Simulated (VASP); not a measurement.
# MgO (Fm-3m) in VASP: single point with PBE

Aim: the single point of MgO with PBE.

All numbers are computed with VASP 6.6.1; they aren't measurements. Logs are shortened: lines on timing, memory, paths and dates and some standing lists are left out, and cuts for length are marked.

### 1 The cell of the first run

The structure is cubic, space group Fm-3m (No. 225). Conventional cell: a = 4.212 Å, b = 4.212 Å, c = 4.212 Å, α = 90.00°, β = 90.00°, γ = 90.00°. Within 2.8 Å of Mg (site symmetry m-3m) lie 6 O at 2.11 Å. O (site symmetry m-3m) has 6 Mg at 2.11 Å within 2.8 Å.

### 2 Single point, PBE

The input, INCAR:

```
PREC = Accurate
ENCUT = 600
EDIFF = 1E-6
ISMEAR = 0
SIGMA = 0.01
LREAL = F
LASPH = T
NELM = 120
ALGO = Normal
ISIF = 2
LWAVE = F
LCHARG = F
GGA = PE
NBANDS = 11
GGA_COMPAT = F
```

The input, KPOINTS:

```
Automatic mesh
0
Gamma
  4 4 4
```

The input, POSCAR:

```
MgO
1.0
    0.0000000000      2.1060000000      2.1060000000
    2.1060000000      0.0000000000      2.1060000000
    2.1060000000      2.1060000000      0.0000000000
Mg O
1 1
Direct
    0.0000000000      0.0000000000      0.0000000000
    0.5000000000      0.5000000000      0.5000000000
```

Potentials or basis: VASP PAW PBE potentials, release 64 (Mg, O).

On the command line:

```sh
cat potpaw_PBE.64/Mg/POTCAR potpaw_PBE.64/O/POTCAR > POTCAR
mpirun -np 1 vasp_std > vasp.out
```

OUTCAR:

```text
PREC = Accurate
   ENCUT = 600
   EDIFF = 1E-6
   ISMEAR = 0
   LREAL = F
   LASPH = T
   NELM = 120
   ISIF = 2
   GGA = PE

 ion  position               nearest neighbor table
   1  0.000  0.000  0.000-   2 2.11   2 2.11   2 2.11   2 2.11   2 2.11   2 2.11
   2  0.500  0.500  0.500-   1 2.11   1 2.11   1 2.11   1 2.11   1 2.11   1 2.11

  LATTYP: Found a face centered cubic cell.
 ALAT       =     4.2120000000

  Lattice vectors:

 A1 = (   0.0000000000,   2.1060000000,   2.1060000000)
 A2 = (   2.1060000000,   0.0000000000,   2.1060000000)
 A3 = (   2.1060000000,   2.1060000000,   0.0000000000)

Analysis of symmetry for initial positions (statically):
[... 5 lines left out ...]
 face centered cubic supercell.

 Subroutine GETGRP returns: Found 48 space group operations
 (whereof 48 operations were pure point group operations)
 out of a pool of 48 trial point group operations.

The static configuration has the point symmetry O_h .

Analysis of symmetry for dynamics (positions and initial velocities):
[... 5 lines left out ...]
 face centered cubic supercell.

 Subroutine GETGRP returns: Found 48 space group operations
 (whereof 48 operations were pure point group operations)
 out of a pool of 48 trial point group operations.

The dynamic configuration has the point symmetry O_h .

 Subroutine INISYM returns: Found 48 space group operations
 (whereof 48 operations are pure point group operations),
 and found     1 'primitive' translations

----------------------------------------------------------------------------------------

                                     Primitive cell

  volume of cell :      18.6812

  direct lattice vectors                    reciprocal lattice vectors
     0.000000000  2.106000000  2.106000000    -0.237416904  0.237416904  0.237416904
     2.106000000  0.000000000  2.106000000     0.237416904 -0.237416904  0.237416904
     2.106000000  2.106000000  0.000000000     0.237416904  0.237416904 -0.237416904

  length of vectors
     2.978333762  2.978333762  2.978333762     0.411218140  0.411218140  0.411218140

  position of ions in fractional coordinates (direct lattice)
     0.000000000  0.000000000  0.000000000
     0.500000000  0.500000000  0.500000000

  ion indices of the primitive-cell ions
   primitive index   ion index
                 1           1
                 2           2

----------------------------------------------------------------------------------------

 KPOINTS: Automatic mesh

Automatic generation of k-mesh.
 Grid dimensions read from file:
 generate k-points for:    4    4    4

 Generating k-lattice:

  Cartesian coordinates                     Fractional coordinates (reciprocal lattice)
    -0.059354226  0.059354226  0.059354226     0.250000000  0.000000000  0.000000000
     0.059354226 -0.059354226  0.059354226     0.000000000  0.250000000  0.000000000
     0.059354226  0.059354226 -0.059354226     0.000000000  0.000000000  0.250000000

  Length of vectors
     0.102804535  0.102804535  0.102804535

  Shift w.r.t. Gamma in fractional coordinates (k-lattice)
     0.000000000  0.000000000  0.000000000

 Subroutine IBZKPT returns following result:
 ===========================================

 Found      8 irreducible k-points:

 Following reciprocal coordinates:
            Coordinates               Weight
  0.000000  0.000000  0.000000      1.000000
  0.250000  0.000000  0.000000      8.000000
  0.500000  0.000000  0.000000      4.000000
  0.250000  0.250000  0.000000      6.000000
  0.500000  0.250000  0.000000     24.000000
 -0.250000  0.250000  0.000000     12.000000
  0.500000  0.500000  0.000000      3.000000
 -0.250000  0.500000  0.250000      6.000000
   k-points           NKPTS =      8   k-points in BZ     NKDIM =      8   number of bands    NBANDS=     11
   number of dos      NEDOS =    301   number of ions     NIONS =      2
   total plane-waves  NPLWV =  13824
   dimension x,y,z NGX =    24 NGY =   24 NGZ =   24
   dimension x,y,z NGXF=    48 NGYF=   48 NGZF=   48
   ions per type =               1   1
   NGX,Y,Z   is equivalent  to a cutoff of  13.40, 13.40, 13.40 a.u.
   NGXF,Y,Z  is equivalent  to a cutoff of  26.79, 26.79, 26.79 a.u.
 SYSTEM =  unknown system
   PREC   = accura    normal or accurate (medium, high low for compatibility)
   ISTART =      0    job   : 0-new  1-cont  2-samecut
   ICHARG =      2    charge: 1-file 2-atom 10-const
   ISPIN  =      1    spin polarized calculation?
   LNONCOLLINEAR =      F non collinear calculations
   LSORBIT =      F    spin-orbit coupling
   LASPH  =      T    aspherical Exc in radial PAW
   ENCUT  =  600.0 eV  44.10 Ry    6.64 a.u.   5.95  5.95  5.95*2*pi/ulx,y,z
   NELM   =    120;   NELMIN=  2; NELMDL= -5     # of ELM steps
   EDIFF  = 0.1E-05   stopping-criterion for ELM
   LREAL  =      F    real-space projection
   EDIFFG = 0.1E-04   stopping-criterion for IOM
   NSW    =      0    number of steps for IOM
   IBRION =     -1    ionic relax: 0-MD 1-quasi-New 2-CG
   NFREE  =      0    steps in history (QN), initial steepest desc. (CG)
   ISIF   =      2    stress and relaxation
   ISYM   =      2    0-nonsym 1-usesym 2-fastsym
   POTIM  = 0.5000    time-step for ionic-motion
   TEBEG  =    0.0;   TEEND  =   0.0 temperature during run
   PSTRESS=    0.0 pullay stress
   NELECT =       8.0000    total number of electrons
   NUPDOWN=      -1.0000    fix difference up-down
   EMIN   =  10.00;   EMAX   =-10.00  energy-range for DOS
   EFERMI =   0.00;   METHOD = LEGACY
   ISMEAR =     0;   SIGMA  =   0.01  broadening in eV -4-tet -1-fermi 0-gaus
   EFERMI_NEDOS =   21; number of points for ismear=-14 and -15
   IALGO  =     38    algorithm
   IMIX   =      4    mixing-type and parameters
     AMIX     =   0.40;   BMIX     =  1.00
     AMIX_MAG =   1.60;   BMIX_MAG =  1.00
  volume/ion in A,a.u.               =       9.34        63.03
  Fermi-wavevector in a.u.,A,eV,Ry     =   1.233966  2.331857 20.717205  1.522672
  Thomas-Fermi vector in A             =   2.368675
   LORBIT       =      0    0 simple, 1 ext, 2 COOP (PROOUT), +10 PAW based schemes
   GGA     = PE    functional components
   LHFCALC =     F    Hartree Fock is set to
   AEXX    =    0.0000 exact exchange contribution
   IVDW    =     0    specifies the selected vdW correction
   LEPSILON=     F    determine dielectric tensor
   LRPA    =     F    only Hartree local field effects (RPA)
 non-spin polarized calculation
 Gauss-broadening in eV      SIGMA  =   0.01
  energy-cutoff  :      600.00
  volume of cell :       18.68
 maximum number of plane-waves:       636
   NGX = 11   NGY = 11   NGZ = 11

 number of electron       8.0000005 magnetization

 Free energy of the ion-electron system (eV)
  ---------------------------------------------------
  ext. energy  EPLUGINS =         0.00000000
  ---------------------------------------------------
  free energy    TOTEN  =       -11.89623486 eV

  energy without entropy =      -11.89623486  energy(sigma->0) =      -11.89623486

 E-fermi :   3.3472     XC(G=0): -11.0753

 val. band max:        3.2005186405   @ k =   0.0000   0.0000   0.0000
 cond. band min:       7.9207485469   @ k =   0.0000   0.0000   0.0000
 fundamental gap:      4.7202299064
 Fermi energy:         3.3471715378

 k-point     1 :       0.0000    0.0000    0.0000
  band No.  band energies     occupation
      1     -14.0642      2.00000
      2       3.2005      2.00000
      3       3.2005      2.00000
      4       3.2005      2.00000
      5       7.9207      0.00000
      6      18.9903      0.00000
      7      18.9903      0.00000
      8      18.9903      0.00000
      9      22.9080      0.00000
     10      24.6808      0.00000
     11      24.6808      0.00000

 k-point     2 :       0.2500    0.0000    0.0000
  band No.  band energies     occupation
      1     -13.4766      2.00000
      2       0.5382      2.00000
      3       2.8595      2.00000
      4       2.8595      2.00000
      5      10.2829      0.00000
      6      15.7683      0.00000
      7      19.8433      0.00000
      8      19.8433      0.00000
      9      23.3235      0.00000
     10      23.3235      0.00000
     11      25.1811      0.00000

 k-point     3 :       0.5000    0.0000    0.0000
  band No.  band energies     occupation
      1     -12.7791      2.00000
      2      -1.4218      2.00000
      3       2.5466      2.00000
      4       2.5466      2.00000
      5      11.0890      0.00000
      6      15.8034      0.00000
      7      19.5002      0.00000
      8      19.5002      0.00000
      9      24.0803      0.00000
     10      25.6929      0.00000
     11      25.6929      0.00000

 k-point     4 :       0.2500    0.2500    0.0000
  band No.  band energies     occupation
      1     -13.3137      2.00000
      2       0.5650      2.00000
      3       2.4624      2.00000
      4       2.4624      2.00000
      5      11.2657      0.00000
      6      14.3555      0.00000
      7      18.6814      0.00000
      8      20.6575      0.00000
      9      20.6575      0.00000
     10      26.5574      0.00000
     11      30.4756      0.00000

 k-point     5 :       0.5000    0.2500    0.0000
  band No.  band energies     occupation
      1     -12.6600      2.00000
      2      -0.6200      2.00000
      3       1.2823      2.00000
      4       2.1811      2.00000
      5      12.8888      0.00000
      6      14.7695      0.00000
      7      16.4854      0.00000
      8      20.8399      0.00000
      9      21.9857      0.00000
     10      27.6786      0.00000
     11      29.9395      0.00000

 k-point     6 :      -0.2500    0.2500    0.0000
  band No.  band energies     occupation
      1     -12.8518      2.00000
      2      -0.3006      2.00000
      3       1.1998      2.00000
      4       2.5470      2.00000
      5      12.6743      0.00000
      6      14.9856      0.00000
      7      17.2159      0.00000
      8      20.7120      0.00000
      9      23.1690      0.00000
     10      24.1691      0.00000
     11      28.9255      0.00000

 k-point     7 :       0.5000    0.5000    0.0000
  band No.  band energies     occupation
      1     -12.5205      2.00000
      2      -0.8887      2.00000
      3       1.8503      2.00000
      4       1.8503      2.00000
      5      12.3108      0.00000
      6      13.1592      0.00000
      7      16.2964      0.00000
      8      22.1650      0.00000
      9      22.1650      0.00000
     10      28.4992      0.00000
     11      30.0315      0.00000

 k-point     8 :      -0.2500    0.5000    0.2500
  band No.  band energies     occupation
      1     -12.4675      2.00000
      2       0.2416      2.00000
      3       0.2416      2.00000
      4       1.4286      2.00000
      5      14.8435      0.00000
      6      14.8435      0.00000
      7      15.3590      0.00000
      8      18.7019      0.00000
      9      25.1404      0.00000
     10      25.1404      0.00000
     11      29.5161      0.00000

------------------------ aborting loop because EDIFF is reached ----------------------------------------

  FORCE on cell =-STRESS in cart. coord.  units (eV):
  Direction    XX          YY          ZZ          XY          YZ          ZX
  --------------------------------------------------------------------------------------
  -------------------------------------------------------------------------------------
  Total        0.4349220      0.4349220      0.4349220     -0.0000000      0.0000000      0.0000000
  in kB       37.3006860     37.3006860     37.3006860     -0.0000000      0.0000000      0.0000000
  external PRESSURE =      37.3006860 kB  Pullay stress =       0.0000000 kB

 VOLUME and BASIS-vectors are now :
 -----------------------------------------------------------------------------
  energy-cutoff  :      600.00
  volume of cell :       18.68
      direct lattice vectors                 reciprocal lattice vectors
     0.000000000  2.106000000  2.106000000    -0.237416904  0.237416904  0.237416904
     2.106000000  0.000000000  2.106000000     0.237416904 -0.237416904  0.237416904
     2.106000000  2.106000000  0.000000000     0.237416904  0.237416904 -0.237416904

 POSITION                                       TOTAL-FORCE (eV/Angst)
 -----------------------------------------------------------------------------------
      0.00000      0.00000      0.00000        -0.000000      0.000000     -0.000000
      2.10600      2.10600      2.10600         0.000000     -0.000000      0.000000
 -----------------------------------------------------------------------------------
    total drift:                               -0.000000     -0.000000      0.000000

  FREE ENERGIE OF THE ION-ELECTRON SYSTEM (eV)
  ---------------------------------------------------
  free  energy   TOTEN  =       -11.8962348568 eV

  energy  without entropy=      -11.8962348568  energy(sigma->0) =      -11.89623486
```

Run time: 5.6 s. Hardware: 1 thread of Intel Xeon Platinum 8259CL at 2.50GHz (Skylake/Cascade Lake), shared host; peak memory 0.13 GiB.

Results:

| Property | Result |
| --- | --- |
| Free energy | -11.8962 eV |
| Pressure | 3.7 GPa |
| Band gap on the k mesh | 4.72 eV, direct |

Caveat: the k points lie up to 0.65 Å⁻¹ apart. Expect the measured gap to be larger: semilocal functionals such as PBE lack the derivative discontinuity.
